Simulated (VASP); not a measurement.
# N (P-3m1) in VASP: a series of runs, part 2 of 2

VASP 6.6.1.

## (3) Single point, PBE+D3(BJ)

This run uses another cell than the first one, of 28.11 Å³/atom, 1.059 times its volume.

Contents of INCAR:

```
ALGO     = Normal         # electronic algorithm
EDIFF    = 1E-6           # SCF threshold, eV
ENCUT    = 520            # plane-wave cutoff, eV
GGA      = PE             # functional
ISIF     = 2              # what is computed and relaxed
ISMEAR   = 0              # smearing method
IVDW     = 12             # dispersion correction
LASPH    = True           # aspherical terms in the spheres
LCHARG   = False          # write CHGCAR
LREAL    = False          # projectors in reciprocal space
LWAVE    = False          # write WAVECAR
NBANDS   = 30             # bands
NELM     = 80             # most SCF steps
PREC     = Accurate       # precision mode
SIGMA    = 0.05           # smearing width, eV
```

Contents of KPOINTS:

```
k-points
0
Gamma
  7 7 2
```

Contents of POSCAR:

```
N
1.0
   -3.8165516810      0.0000000000      0.0000000000
   -1.9082758405     -3.3052307106      0.0000000000
    0.0000000000      0.0000000000     17.8290392674
N
8
Direct
    0.3333333333      0.3333333333      0.7586767863
    0.3333333333      0.3333333333      0.3428091939
    0.3333333333      0.3333333333      0.6968597869
    0.3333333333      0.3333333333      0.2809921945
    0.6666666667      0.6666666667      0.1348753978
    0.6666666667      0.6666666667      0.5507429901
    0.6666666667      0.6666666667      0.0730583984
    0.6666666667      0.6666666667      0.4889259907
```

Potentials or basis: VASP PAW PBE potentials, release 64 (N).

Started as:

```bash
$ cat potpaw_PBE.64/N/POTCAR > POTCAR
$ mpirun -np 1 vasp_std > vasp.out
```

OUTCAR:

```text
EDIFF = 1E-6
   ENCUT = 520
   GGA = PE
   ISIF = 2
   ISMEAR = 0
   IVDW = 12
   LASPH = True
   LREAL = False
   NELM = 80
   PREC = Accurate
 IVDW          = 12

 ion  position               nearest neighbor table
   1  0.333  0.333  0.759-   3 1.10
   2  0.333  0.333  0.343-   4 1.10
   3  0.333  0.333  0.697-   1 1.10
   4  0.333  0.333  0.281-   2 1.10
   5  0.667  0.667  0.135-   7 1.10
   6  0.667  0.667  0.551-   8 1.10
   7  0.667  0.667  0.073-   5 1.10
   8  0.667  0.667  0.489-   6 1.10

  LATTYP: Found a hexagonal cell.
 ALAT       =     3.8165516810
 C/A-ratio  =     4.6715047398

  Lattice vectors:

 A1 = (   1.9082758405,   3.3052307106,   0.0000000000)
 A2 = (  -3.8165516810,   0.0000000000,   0.0000000000)
 A3 = (   0.0000000000,   0.0000000000,  17.8290392674)

Analysis of symmetry for initial positions (statically):
=====================================================================
 Subroutine PRICEL returns:
 Original cell was already a primitive cell.

 Routine SETGRP: Setting up the symmetry group for a
 hexagonal supercell.

 Subroutine GETGRP returns: Found 12 space group operations
 (whereof  6 operations were pure point group operations)
 out of a pool of 24 trial point group operations.

The static configuration has the point symmetry C_3v.
 The point group associated with its full space group is D_3d.

Analysis of symmetry for dynamics (positions and initial velocities):
=====================================================================
 Subroutine PRICEL returns:
 Original cell was already a primitive cell.

 Routine SETGRP: Setting up the symmetry group for a
 hexagonal supercell.

 Subroutine GETGRP returns: Found 12 space group operations
 (whereof  6 operations were pure point group operations)
 out of a pool of 24 trial point group operations.

The dynamic configuration has the point symmetry C_3v.
 The point group associated with its full space group is D_3d.

 Subroutine INISYM returns: Found 12 space group operations
 (whereof  6 operations are pure point group operations),
 and found     1 'primitive' translations

----------------------------------------------------------------------------------------

                                     Primitive cell

  volume of cell :     224.9059

  direct lattice vectors                    reciprocal lattice vectors
    -3.816551681  0.000000000  0.000000000    -0.262016627  0.151275370  0.000000000
    -1.908275840 -3.305230711  0.000000000     0.000000000 -0.302550741  0.000000000
     0.000000000  0.000000000 17.829039267     0.000000000  0.000000000  0.056088272

  length of vectors
     3.816551681  3.816551681 17.829039267     0.302550741  0.302550741  0.056088272

  position of ions in fractional coordinates (direct lattice)
     0.333333333  0.333333333  0.758676786
     0.333333333  0.333333333  0.342809194
     0.333333333  0.333333333  0.696859787
     0.333333333  0.333333333  0.280992195
     0.666666667  0.666666667  0.134875398
     0.666666667  0.666666667  0.550742990
     0.666666667  0.666666667  0.073058398
     0.666666667  0.666666667  0.488925991

  ion indices of the primitive-cell ions
   primitive index   ion index
[... 38 lines left out ...]
  0.142857  0.000000  0.000000      6.000000
  0.285714  0.000000  0.000000      6.000000
  0.428571  0.000000  0.000000      6.000000
  0.285714  0.142857  0.000000      6.000000
  0.428571  0.142857  0.000000     12.000000
[... 8 lines left out ...]
 -0.428571  0.142857  0.500000      6.000000
 -0.428571  0.285714  0.500000      6.000000
   k-points           NKPTS =     16   k-points in BZ     NKDIM =     16   number of bands    NBANDS=     30
   number of dos      NEDOS =    301   number of ions     NIONS =      8
   total plane-waves  NPLWV = 109760
   dimension x,y,z NGX =    28 NGY =   28 NGZ =  140
   dimension x,y,z NGXF=    56 NGYF=   56 NGZF=  280
   ions per type =               8
   NGX,Y,Z   is equivalent  to a cutoff of  12.20, 12.20, 13.05 a.u.
   NGXF,Y,Z  is equivalent  to a cutoff of  24.39, 24.39, 26.11 a.u.
 SYSTEM =  unknown system
   PREC   = accura    normal or accurate (medium, high low for compatibility)
   ISTART =      0    job   : 0-new  1-cont  2-samecut
   ICHARG =      2    charge: 1-file 2-atom 10-const
   ISPIN  =      1    spin polarized calculation?
   LNONCOLLINEAR =      F non collinear calculations
   LSORBIT =      F    spin-orbit coupling
   LASPH  =      T    aspherical Exc in radial PAW
   ENCUT  =  520.0 eV  38.22 Ry    6.18 a.u.   7.10  7.10 33.15*2*pi/ulx,y,z
   NELM   =     80;   NELMIN=  2; NELMDL= -5     # of ELM steps
   EDIFF  = 0.1E-05   stopping-criterion for ELM
   LREAL  =      F    real-space projection
   EDIFFG = 0.1E-04   stopping-criterion for IOM
   NSW    =      0    number of steps for IOM
   IBRION =     -1    ionic relax: 0-MD 1-quasi-New 2-CG
   NFREE  =      0    steps in history (QN), initial steepest desc. (CG)
   ISIF   =      2    stress and relaxation
   ISYM   =      2    0-nonsym 1-usesym 2-fastsym
   POTIM  = 0.5000    time-step for ionic-motion
   TEBEG  =    0.0;   TEEND  =   0.0 temperature during run
   PSTRESS=    0.0 pullay stress
   NELECT =      40.0000    total number of electrons
   NUPDOWN=      -1.0000    fix difference up-down
   EMIN   =  10.00;   EMAX   =-10.00  energy-range for DOS
   EFERMI =   0.00;   METHOD = LEGACY
   ISMEAR =     0;   SIGMA  =   0.05  broadening in eV -4-tet -1-fermi 0-gaus
   EFERMI_NEDOS =   21; number of points for ismear=-14 and -15
   IALGO  =     38    algorithm
   IMIX   =      4    mixing-type and parameters
     AMIX     =   0.40;   BMIX     =  1.00
     AMIX_MAG =   1.60;   BMIX_MAG =  1.00
  volume/ion in A,a.u.               =      28.11       189.72
  Fermi-wavevector in a.u.,A,eV,Ry     =   0.920650  1.739776 11.532248  0.847596
  Thomas-Fermi vector in A             =   2.045979
   LORBIT       =      0    0 simple, 1 ext, 2 COOP (PROOUT), +10 PAW based schemes
   GGA     = PE    functional components
   LHFCALC =     F    Hartree Fock is set to
   AEXX    =    0.0000 exact exchange contribution
   IVDW    =    12    specifies the selected vdW correction
   LEPSILON=     F    determine dielectric tensor
   LRPA    =     F    only Hartree local field effects (RPA)
 non-spin polarized calculation
 Gauss-broadening in eV      SIGMA  =   0.05
  energy-cutoff  :      520.00
  volume of cell :      224.91
 maximum number of plane-waves:      6099
   NGX = 15   NGY = 15   NGZ = 67

 number of electron      40.0000000 magnetization

 Free energy of the ion-electron system (eV)
  ---------------------------------------------------
  ext. energy  EPLUGINS =         0.00000000
  ---------------------------------------------------
  free energy    TOTEN  =       -66.56485102 eV

  energy without entropy =      -66.56485102  energy(sigma->0) =      -66.56485102

 E-fermi :  -6.8554     XC(G=0):  -5.5609

 val. band max:       -7.1760424428   @ k =   0.1429   0.0000   0.0000
 cond. band min:       0.0681794423   @ k =  -0.4286   0.1429   0.0000
 fundamental gap:      7.2442218851
 Fermi energy:        -6.8554448254

 k-point     1 :       0.0000    0.0000    0.0000
  band No.  band energies     occupation
      1     -25.6678      2.00000
      2     -25.6620      2.00000
      3     -25.6555      2.00000
      4     -25.6510      2.00000
      5     -11.1543      2.00000
      6     -10.9826      2.00000
[... 517 lines left out ...]
     29       5.1893      0.00000
     30       5.2752      0.00000

------------------------ aborting loop because EDIFF is reached ----------------------------------------

 Edisp (eV)   -0.36966

 E8    (eV) :    -0.0877

  FORCE on cell =-STRESS in cart. coord.  units (eV):
  Direction    XX          YY          ZZ          XY          YZ          ZX
  --------------------------------------------------------------------------------------
  -------------------------------------------------------------------------------------
  Total      -0.26127    -0.26127     7.37287     0.00000     0.00000     0.00000
  in kB      -1.86120    -1.86120    52.52258     0.00000     0.00000     0.00000
  external pressure =       16.27 kB  Pullay stress =        0.00 kB

 VOLUME and BASIS-vectors are now :
 -----------------------------------------------------------------------------
  energy-cutoff  :      520.00
  volume of cell :      224.91
      direct lattice vectors                 reciprocal lattice vectors
    -3.816551681  0.000000000  0.000000000    -0.262016627  0.151275370  0.000000000
    -1.908275840 -3.305230711  0.000000000     0.000000000 -0.302550741  0.000000000
     0.000000000  0.000000000 17.829039267     0.000000000  0.000000000  0.056088272

 POSITION                                       TOTAL-FORCE (eV/Angst)
 -----------------------------------------------------------------------------------
     -1.90828     -1.10174     13.52648        -0.000000     -0.000000      1.756805
     -1.90828     -1.10174      6.11196        -0.000000     -0.000000      1.739304
     -1.90828     -1.10174     12.42434         0.000000     -0.000000     -1.748824
     -1.90828     -1.10174      5.00982         0.000000      0.000000     -1.737964
     -3.81655     -2.20349      2.40470         0.000000      0.000000      1.748824
     -3.81655     -2.20349      9.81922         0.000000     -0.000000      1.737964
     -3.81655     -2.20349      1.30256        -0.000000     -0.000000     -1.756805
     -3.81655     -2.20349      8.71708         0.000000      0.000000     -1.739304
 -----------------------------------------------------------------------------------
    total drift:                                0.000000      0.000000      0.000004

  FREE ENERGIE OF THE ION-ELECTRON SYSTEM (eV)
  ---------------------------------------------------
  free  energy   TOTEN  =       -66.9345126286 eV

  energy  without entropy=      -66.9345126286  energy(sigma->0) =      -66.93451263
```

Wall time 65 s (1 thread of Intel Xeon 6975P-C (Granite Rapids), shared host); peak memory 0.35 GiB.

What came out:

| Quantity | Value |
| --- | --- |
| Free energy | -66.9345 eV |
| Pressure | 1.6 GPa |
| Largest force | 1.757 eV/Å |
| Band gap on the k mesh | 7.24 eV, indirect (least direct gap 7.30 eV) |
| Dispersion energy per atom | -0.046 eV |

Forces in eV/Å, atoms in the order of the input:
```
N    0.000  0.000  1.757
N    0.000  0.000  1.739
N    0.000  0.000 -1.749
N    0.000  0.000 -1.738
N    0.000  0.000  1.749
N    0.000  0.000  1.738
N    0.000  0.000 -1.757
N    0.000  0.000 -1.739
```

Caveat: the standard files for N, O and F lose accuracy on very short bonds; forces of over 1 eV/Å act on the atoms, so gaps and moduli don't describe the material at rest. A k mesh can miss the band edges.

## (4) Single point, PBE+D3(BJ)

This run uses another cell than the first one, of 30.48 Å³/atom, 1.149 times its volume.

Contents of INCAR:

```
SYSTEM = N
PREC = Accurate ; ENCUT = 520
EDIFF = 1E-7 ; ISMEAR = 0
SIGMA = 0.05 ; LREAL = .FALSE.
LASPH = .TRUE. ; NELM = 60
ALGO = Normal ; ISIF = 2
LWAVE = .FALSE. ; LCHARG = .FALSE.
GGA = PE ; IVDW = 12
NBANDS = 30
```

Contents of KPOINTS:

```
regular mesh
0
G
  7 7 2
  0 0 0
```

Contents of POSCAR:

```
N
1.0
   -3.8165516810      0.0000000000      0.0000000000
   -1.9082758405     -3.3052307106      0.0000000000
    0.0000000000      0.0000000000     19.3290392674
N
8
Direct
    0.3333333333      0.3333333333      0.6998008554
    0.3333333333      0.3333333333      0.3162060202
    0.3333333333      0.3333333333      0.6427810680
    0.3333333333      0.3333333333      0.2591862328
    0.6666666667      0.6666666667      0.1244086025
    0.6666666667      0.6666666667      0.5080034378
    0.6666666667      0.6666666667      0.0673888151
    0.6666666667      0.6666666667      0.4509836504
```

Started as:

```bash
$ cat potpaw_PBE.64/N/POTCAR > POTCAR
$ mpirun -np 1 vasp_std > vasp.out
```

Wall time 82 s (1 thread of Intel Xeon 6975P-C (Granite Rapids), shared host); peak memory 0.35 GiB.

The run converged. Its results:

| Item | Value |
| --- | --- |
| Free energy | -66.9311 eV |
| Pressure | 1.5 GPa |
| Largest force | 1.754 eV/Å |
| Band gap on the k mesh | 7.25 eV, indirect (least direct gap 7.31 eV) |
| Dispersion energy per atom | -0.046 eV |

Forces on the atoms (eV/Å):
```
N    0.000  0.000  1.754
N    0.000  0.000  1.740
N    0.000  0.000 -1.749
N    0.000  0.000 -1.738
N    0.000  0.000  1.749
N    0.000  0.000  1.738
N    0.000  0.000 -1.754
N    0.000  0.000 -1.740
```

Stress tensor (GPa, compression positive):
```
-0.17  0.00  0.00
 0.00 -0.17  0.00
 0.00  0.00  4.86
```

Levels at points of the mesh, in eV from the valence-band top:
| k point | band 18 | band 19 | band 20 | band 21 | band 22 | band 23 |
| --- | --- | --- | --- | --- | --- | --- |
| (0.00, 0.00, 0.00) | -0.62 | -0.28 | -0.01 | 8.20 | 8.20 | 8.29 |
| (0.00, 0.00, 0.50) | -0.62 | -0.28 | -0.01 | 8.20 | 8.20 | 8.29 |

Caveat: the standard files for N, O and F lose accuracy on very short bonds; forces of over 1 eV/Å act on the atoms, so gaps and moduli don't describe the material at rest. A k mesh can miss the band edges.

## (5) Overview

| cell | gap on the mesh (eV) | pressure (GPa) | largest force (eV/Å) |
| --- | --- | --- | --- |
| a = 3.817, b = 3.817, c = 16.829 Å, angles 90.0, 90.0, 60.0°, 8 atoms | 7.24 | 1.7 | 1.76 |
| a = 3.817, b = 3.817, c = 17.829 Å, angles 90.0, 90.0, 60.0°, 8 atoms | 7.24 | 1.6 | 1.76 |
| a = 3.817, b = 3.817, c = 19.329 Å, angles 90.0, 90.0, 60.0°, 8 atoms | 7.25 | 1.5 | 1.75 |

Alike in all rows: task single point; level PBE+D3(BJ); potentials or basis VASP PAW PBE potentials, release 64 (N); no spin polarisation; k mesh 7 × 7 × 2; cutoff (eV) 520; smearing gaussian 0.05 eV.

Caveats: the standard files for N, O and F lose accuracy on very short bonds; forces of over 1 eV/Å act on the atoms, so gaps and moduli don't describe the material at rest.

Total energies depend on the potentials used, so only differences within one code and one set of settings carry meaning.
